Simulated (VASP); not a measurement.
Wanted: the native input for a VASP 6.6.1 run.

```yaml
Task: single point
Functional: PBEsol
Potentials_or_basis: VASP PAW PBE potentials, release 64 (Ti_sv, C)
Cutoff: 520 eV
k_mesh: 11 × 11 × 11
Occupations: fermi-dirac, width 0.05 eV
Spin: no spin polarisation
Dipole_correction: no
Further_INCAR_settings: ALGO = Normal; EDIFF = 1e-06; NBANDS = 15
```

The structure of TiC lies in POSCAR:

```
TiC
1.0
    0.0000000000      2.1657188437      2.1657188437
    2.1657188437      0.0000000000      2.1657188437
    2.1657188437      2.1657188437      0.0000000000
Ti C
1 1
Direct
   -0.0179180000      0.0215340000     -0.0071780000
    0.4843900000      0.5074340000      0.5141740000
```

This cell differs from its parent crystal: atoms moved at random.

The input as run:

INCAR

```
SYSTEM = TiC
ALGO = Normal
EDIFF = 1E-6
ENCUT = 520
GGA = PS
ISIF = 2
ISMEAR = -1
LASPH = .True.
LCHARG = .False.
LREAL = .False.
LWAVE = .False.
NBANDS = 15
NELM = 60
PREC = Accurate
SIGMA = 0.05
```

KPOINTS

```
k-points
0
Gamma
  11 11 11
  0 0 0
```

Potentials or basis: VASP PAW PBE potentials, release 64 (Ti_sv, C).

The run is started by

```console
$ cat potpaw_PBE.64/Ti_sv/POTCAR potpaw_PBE.64/C/POTCAR > POTCAR
$ mpirun -np 1 vasp_std > vasp.out
```

Results of the run:

```
Pressure               : -6.1 GPa
Largest force          : 0.551 eV/Å
Band gap on the k mesh : zero (band 8 reaches 9.96 eV, above the bottom of band 9 at 8.94 eV)
```

Caveat: the cell differs from its parent crystal (atoms moved at random); the PAW data sets were made with another functional, which shifts forces and pressure a little.

Run time: 83 s on 1 thread of Intel(R) Xeon(R) Platinum 8488C (Sapphire Rapids) (shared host), peak memory 0.31 GiB.
